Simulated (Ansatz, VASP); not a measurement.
SiC: VASP beside Ansatz

File POSCAR:

```
SiC
1.0
   -0.0326721747      2.1781449820      2.1781449820
    2.1454728073      0.0000000000      2.1454728073
    2.1781449820      2.1781449820     -0.0326721747
Si C
1 1
Direct
    0.0000000000      0.0000000000      0.0000000000
    0.7500000000      0.7500000000      0.7500000000
```

File INCAR.step1:

```
PREC = Accurate
ENCUT = 520
ISMEAR = 0
SIGMA = 0.05
LREAL = False
LASPH = True
NELM = 60
NBANDS = 11
GGA = PE
ALGO = Normal
EDIFF = 1E-4
LWAVE = True
LCHARG = False
```

File INCAR.step2:

```
PREC = Accurate
ENCUT = 520
EDIFF = 1E-6
ISMEAR = 0
SIGMA = 0.05
LREAL = False
LASPH = True
NELM = 60
ALGO = Normal
ISIF = 2
LWAVE = False
LCHARG = False
METAGGA = R2SCAN
LMIXTAU = True
NBANDS = 11
ISTART = 1
```

File KPOINTS:

```
regular mesh
0
Gamma
  10 10 10
```

Input for Ansatz:

```yaml
crystal:
  lattice:
    - [-0.0326721747, 2.178144982, 2.178144982]
    - [2.1454728073, 0.0, 2.1454728073]
    - [2.178144982, 2.178144982, -0.0326721747]
  atoms:
    - { symbol: Si, position: [0.0, 0.0, 0.0] }
    - { symbol: C, position: [0.75, 0.75, 0.75] }
basis:
  ecutwfc: 500
kpoints:
  mp_grid: { grid: [10, 10, 10] }
hamiltonian:
  xc: r2scan
scf:
  occupations: { method: gaussian, width: 0.05 }
output:
  forces: true
  stress: true
  eigenvalues: true
```

Change from the starting cell: strain -0.0300 x Voigt [0, 0, 0, 0, 1, 0], atoms carried along.

Alike in both runs: task single point; functional r2SCAN; k mesh 10 × 10 × 10; occupations gaussian, width 0.05 eV; no spin polarisation.

|  | VASP | Ansatz |
| --- | --- | --- |
| version | VASP 6.6.1 | Ansatz 0.2.0 |
| potentials or method | VASP PAW PBE potentials, release 64 (Si, C), cutoff 520 eV | scalar-relativistic, plane waves, PAW |
| valence electrons in the cell | 8 | 8 |

```csv
,VASP,Ansatz,Ansatz less VASP
gap on the k mesh at the Fermi level (eV),1.60,1.59,-0.010
least direct gap on the mesh (eV),4.78,4.77,-0.012
pressure (GPa),0.1,0.3,+0.17
"traceless stress, the component that is largest in VASP (GPa)",8.57,8.53,-0.037
rms of the force components (eV/Å),0.132,0.133,+0.0011
```

VASP's potentials were made for PBE, not for r2SCAN. Atom by atom the forces differ by 0.001 eV/Å (rms over components).
